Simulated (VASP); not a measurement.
Set up this calculation in VASP 6.6.1, as the native input.

```
Task                   : single point
Functional             : LDA
Potentials or basis    : VASP PAW LDA potentials, release 64 (Pb_d, Se)
Cutoff                 : 500 eV
k mesh                 : 6 × 6 × 6
Occupations            : gaussian, width 0.01 eV
Spin                   : no spin polarisation
Dipole correction      : no
Further INCAR settings : ALGO = Normal; EDIFF = 1e-06; NBANDS = 28
```

The structure of PbSe lies in POSCAR:

```
PbSe
1.0
    2.1548765000     -6.1339475000      0.0000000000
    2.1548765000      6.1339475000      0.0000000000
    0.0000000000      0.0000000000      4.4504940000
Pb Se
2 2
Direct
    0.6317610000      0.3682390000      0.7500000000
    0.3682390000      0.6317610000      0.2500000000
    0.8612900000      0.1387100000      0.7500000000
    0.1387100000      0.8612900000      0.2500000000
```

The input as run:

INCAR

```
ALGO     = Normal         # electronic algorithm
EDIFF    = 1E-6           # SCF threshold, eV
ENCUT    = 500            # plane-wave cutoff, eV
GGA_COMPAT= F            
ISIF     = 2              # what is computed and relaxed
ISMEAR   = 0              # smearing method
LASPH    = T              # aspherical terms in the spheres
LCHARG   = F              # write CHGCAR
LREAL    = F              # projectors in reciprocal space
LWAVE    = F              # write WAVECAR
NBANDS   = 28             # bands
NELM     = 120            # most SCF steps
PREC     = Accurate       # precision mode
SIGMA    = 0.01           # smearing width, eV
```

KPOINTS

```
k-points
0
Gamma
  6 6 6
```

Potentials or basis: VASP PAW LDA potentials, release 64 (Pb_d, Se).

Run with:

```console
$ cat potpaw_LDA.64/Pb_d/POTCAR potpaw_LDA.64/Se/POTCAR > POTCAR
$ mpirun -np 1 vasp_std > vasp.out
```

It gave:

| Quantity | Value |
| --- | --- |
| Pressure | -3.2 GPa |
| Largest force | 0.075 eV/Å |
| Band gap on the k mesh | 1.02 eV (least direct gap 1.14 eV) |

Caveat: the cell stands under tension; spin-orbit coupling is left out, which moves the levels of the heavy elements.

It took 3.1 min on 1 thread of Intel(R) Xeon(R) Platinum 8259CL CPU @ 2.50GHz (Skylake/Cascade Lake) (shared host), peak memory 0.3 GiB.
